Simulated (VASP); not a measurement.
**C: single point with PBE+D3(BJ)**

The system is C.

```
CELL_PARAMETERS angstrom
0.00000 2.14822 3.42036
1.24094 0.00000 3.42036
1.24094 2.14822 0.00000
ATOMIC_POSITIONS crystal
C 0.18427 0.81573 0.18427
C 0.81573 0.18427 0.81573
```

This cell differs from its parent crystal: atoms shifted along a free coordinate.

```json
{"Program": "VASP 6.6.1", "Task": "single point", "Functional": "PBE", "Dispersion": "D3(BJ)", "Potentials or basis": "VASP PAW PBE potentials, release 64 (C)", "Cutoff": "520 eV", "k mesh": "16 × 16 × 16", "Occupations": "gaussian, width 0.03 eV", "Spin": "no spin polarisation", "Dipole correction": "no", "Further INCAR settings": "ALGO = Normal; EDIFF = 1e-06; NBANDS = 11"}
```

```
Pressure                   : 2.8 GPa
Largest force              : 6.299 eV/Å
Dispersion energy per atom : -0.153 eV
```

Forces on the atoms (eV/Å):
```
C    0.000 -6.299  0.000
C    0.000  6.299  0.000
```

Stress tensor (GPa, compression positive):
```
16.38  0.00  0.00
 0.00 -7.53  0.00
 0.00  0.00 -0.36
```

It took 77 s on 1 thread of Intel(R) Xeon(R) 6975P-C (Granite Rapids), on a shared host, peak memory 0.22 GiB.

Caveat: the cell differs from its parent crystal (atoms shifted along a free coordinate); forces of over 1 eV/Å act on the atoms, so gaps and moduli don't describe the material at rest.
